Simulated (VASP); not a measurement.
The system is MgO.

```
Mg O
1.0
     0.00000    2.16360    2.16360
     2.16360    0.00000    2.16360
     2.16360    2.16360    0.00000
Mg O
1 1
Direct
  0.00000 0.00000 0.00000
  0.50000 0.50000 0.50000
```

Base run:

- Program: VASP 6.6.1
- Functional: r2SCAN
- Potentials or basis: VASP PAW PBE potentials, release 64 (Mg, O)
- Cutoff: 520 eV
- k mesh: 8 × 8 × 8
- Occupations: gaussian, width 0.02 eV
- Spin: no spin polarisation

Its results: band gap on the k mesh 4.83 eV, direct; pressure -13.1 GPa.

Q: The run is repeated on the same cell with these changes: potentials or basis from VASP PAW PBE potentials, release 64 (Mg, O) to VASP PAW PBE potentials, release 64 (Mg_sv, O); cutoff from 520 eV to 660 eV; further incar settings from ALGO = Normal; EDIFF = 1e-06; NBANDS = 11 to ALGO = Normal; EDIFF = 1e-06; NBANDS = 15; valence electrons from 8 to 16. What comes out?

A: Band gap on the k mesh 4.89 eV, direct; pressure -12.5 GPa.

Caveats: the PAW data sets were made with another functional, which shifts forces and pressure a little.

